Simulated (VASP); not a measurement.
# Na (Fm-3m) in VASP: relaxation of cell and atoms with LDA

Aim: the relaxation of cell and atoms of Na with LDA.

All numbers are computed with VASP 6.6.1; they aren't measurements. Logs are shortened: lines on timing, memory, paths and dates and some standing lists are left out, and cuts for length are marked.

### Step 1. The cell of the first run

The structure is cubic, space group Fm-3m (No. 225). Conventional cell: a = 5.112 Å, b = 5.112 Å, c = 5.112 Å, α = 90.00°, β = 90.00°, γ = 90.00°. Within 4.7 Å of Na (site symmetry m-3m) lie 12 Na at 3.61 Å.

### Step 2. Relaxation of cell and atoms, LDA

Input file INCAR:

```
ALGO     = Normal         # electronic algorithm
EDIFF    = 1E-6           # SCF threshold, eV
EDIFFG   = -0.005         # ionic threshold
ENCUT    = 600            # plane-wave cutoff, eV
GGA      = CA             # functional
IBRION   = 2              # ionic algorithm
ISIF     = 3              # what is computed and relaxed
ISMEAR   = -1             # smearing method
LASPH    = True           # aspherical terms in the spheres
LCHARG   = False          # write CHGCAR
LREAL    = False          # projectors in reciprocal space
LWAVE    = False          # write WAVECAR
NELM     = 100            # most SCF steps
NSW      = 60             # ionic steps
PREC     = Accurate       # precision mode
SIGMA    = 0.05           # smearing width, eV
```

Input file KPOINTS:

```
k-points
0
Gamma
  13 13 13
```

Input file POSCAR:

```
Na
1.0
    0.0000000000      2.5560155302      2.5560155302
    2.5560155302      0.0000000000      2.5560155302
    2.5560155302      2.5560155302      0.0000000000
Na
1
Direct
    0.0000000000      0.0000000000      0.0000000000
```

Potentials or basis: VASP PAW LDA potentials, release 64 (Na_pv).

Launch:

```sh
$ cat potpaw_LDA.64/Na_pv/POTCAR > POTCAR
$ mpirun -np 1 vasp_std > vasp.out
```

OUTCAR:

```text
EDIFF = 1E-6
   EDIFFG = -0.005
   ENCUT = 600
   GGA = CA
   IBRION = 2
   ISIF = 3
   ISMEAR = -1
   LASPH = True
   LREAL = False
   NELM = 100
   NSW = 60
   PREC = Accurate

 ion  position               nearest neighbor table
   1  0.000  0.000  0.000-

  LATTYP: Found a face centered cubic cell.
 ALAT       =     5.1120310604

  Lattice vectors:

 A1 = (   0.0000000000,   2.5560155302,   2.5560155302)
 A2 = (   2.5560155302,   0.0000000000,   2.5560155302)
 A3 = (   2.5560155302,   2.5560155302,   0.0000000000)

Analysis of symmetry for initial positions (statically):
=====================================================================
 Subroutine PRICEL returns:
 Original cell was already a primitive cell.

 Routine SETGRP: Setting up the symmetry group for a
 face centered cubic supercell.

 Subroutine GETGRP returns: Found 48 space group operations
 (whereof 48 operations were pure point group operations)
 out of a pool of 48 trial point group operations.

The static configuration has the point symmetry O_h .

Analysis of symmetry for dynamics (positions and initial velocities):
=====================================================================
 Subroutine PRICEL returns:
 Original cell was already a primitive cell.

 Routine SETGRP: Setting up the symmetry group for a
 face centered cubic supercell.

 Subroutine GETGRP returns: Found 48 space group operations
 (whereof 48 operations were pure point group operations)
 out of a pool of 48 trial point group operations.

The dynamic configuration has the point symmetry O_h .

 Subroutine INISYM returns: Found 48 space group operations
 (whereof 48 operations are pure point group operations),
 and found     1 'primitive' translations

----------------------------------------------------------------------------------------

                                     Primitive cell

  volume of cell :      33.3980

  direct lattice vectors                    reciprocal lattice vectors
     0.000000000  2.556015530  2.556015530    -0.195616965  0.195616965  0.195616965
     2.556015530  0.000000000  2.556015530     0.195616965 -0.195616965  0.195616965
     2.556015530  2.556015530  0.000000000     0.195616965  0.195616965 -0.195616965
[... 137 lines left out ...]
  --------------------------------------------------------------------------------------
  -------------------------------------------------------------------------------------
  Total       -0.0069670     -0.0069670     -0.0069670      0.0000000      0.0000000      0.0000000
  in kB       -0.3342249     -0.3342249     -0.3342249      0.0000000      0.0000000      0.0000000
  external PRESSURE =      -0.3342249 kB  Pullay stress =       0.0000000 kB

 VOLUME and BASIS-vectors are now :
 -----------------------------------------------------------------------------
  energy-cutoff  :      600.00
  volume of cell :       33.40
      direct lattice vectors                 reciprocal lattice vectors
     0.000000000  2.556015530  2.556015530    -0.195616965  0.195616965  0.195616965
     2.556015530  0.000000000  2.556015530     0.195616965 -0.195616965  0.195616965
     2.556015530  2.556015530  0.000000000     0.195616965  0.195616965 -0.195616965

 POSITION                                       TOTAL-FORCE (eV/Angst)
 -----------------------------------------------------------------------------------
      0.00000      0.00000      0.00000         0.000000      0.000000     -0.000000
 -----------------------------------------------------------------------------------
    total drift:                               -0.000000     -0.000000      0.000000

  FREE ENERGIE OF THE ION-ELECTRON SYSTEM (eV)
  ---------------------------------------------------
  free  energy   TOTEN  =        -1.4542074117 eV

  energy  without entropy=       -1.4495393814  energy(sigma->0) =       -1.45187340

--------------------------------------- Ionic step        2  -------------------------------------------

 number of electron       7.0000003 magnetization

 Free energy of the ion-electron system (eV)
  ---------------------------------------------------
  ext. energy  EPLUGINS =         0.00000000
  ---------------------------------------------------
  free energy    TOTEN  =        -1.45420982 eV

  energy without entropy =       -1.44954429  energy(sigma->0) =       -1.45187705

 E-fermi :   0.4845     XC(G=0):  -7.0299

 val. band max:        0.3731838382   @ k =   0.3846   0.3846   0.0000
 cond. band min:       0.5007391745   @ k =  -0.3077   0.2308   0.0769
 fundamental gap:      0.1275553363
 Fermi energy:         0.4844691371

 k-point     1 :       0.0000    0.0000    0.0000
  band No.  band energies     occupation
      1     -24.3918      2.00000
      2     -24.3918      2.00000
      3     -24.3918      2.00000
      4      -3.0432      2.00000
      5      12.1474      0.00000
      6      12.1474      0.00000
      7      12.1474      0.00000
[... 221 lines left out ...]
 k-point    24 :       0.4615    0.1538    0.0000
  band No.  band energies     occupation
      1     -24.4371      2.00000
      2     -24.4044      2.00000
      3     -24.4015      2.00000
      4       0.2381      1.98560
      5       3.2391      0.00000
      6       8.4894      0.00000
      7       9.6656      0.00000

 [... further k-points ...]
[... 5 lines left out ...]
  --------------------------------------------------------------------------------------
  -------------------------------------------------------------------------------------
  Total        0.0037971      0.0037971      0.0037971      0.0000000      0.0000000      0.0000000
  in kB        0.1823405      0.1823405      0.1823405      0.0000000      0.0000000      0.0000000
  external PRESSURE =       0.1823405 kB  Pullay stress =       0.0000000 kB

 VOLUME and BASIS-vectors are now :
 -----------------------------------------------------------------------------
  energy-cutoff  :      600.00
  volume of cell :       33.36
      direct lattice vectors                 reciprocal lattice vectors
     0.000000000  2.555156431  2.555156431    -0.195682735  0.195682735  0.195682735
     2.555156431  0.000000000  2.555156431     0.195682735 -0.195682735  0.195682735
     2.555156431  2.555156431 -0.000000000     0.195682735  0.195682735 -0.195682735

 POSITION                                       TOTAL-FORCE (eV/Angst)
 -----------------------------------------------------------------------------------
      0.00000      2.55516      2.55516         0.000000      0.000000      0.000000
 -----------------------------------------------------------------------------------
    total drift:                                0.000000      0.000000      0.000000

  FREE ENERGIE OF THE ION-ELECTRON SYSTEM (eV)
  ---------------------------------------------------
  free  energy   TOTEN  =        -1.4542098209 eV

  energy  without entropy=       -1.4495442863  energy(sigma->0) =       -1.45187705

 reached required accuracy - stopping structural energy minimisation
```

Run time: 26 s. Hardware: 1 thread of Intel Xeon Platinum 8259CL at 2.50GHz (Skylake/Cascade Lake), shared host; peak memory 0.15 GiB.

Results:

* Free energy: -1.4542 eV
* Relaxed volume: 33.36 Å³/atom
* Relaxed cell: a = 3.614 Å, b = 3.614 Å, c = 3.614 Å, α = 60.00°, β = 60.00°, γ = 60.00°
* Space group after relaxing (to 0.05 Å): Fm-3m (No. 225)
* Energy gained by relaxing: 0.0 meV/atom
* Ionic steps: 2
* Pressure after relaxing: 0.0 GPa

Final structure:
```
Na
1.0
     0.00000    2.55516    2.55516
     2.55516    0.00000    2.55516
     2.55516    2.55516    0.00000
Na
1
Direct
  0.00000 0.00000 0.00000
```
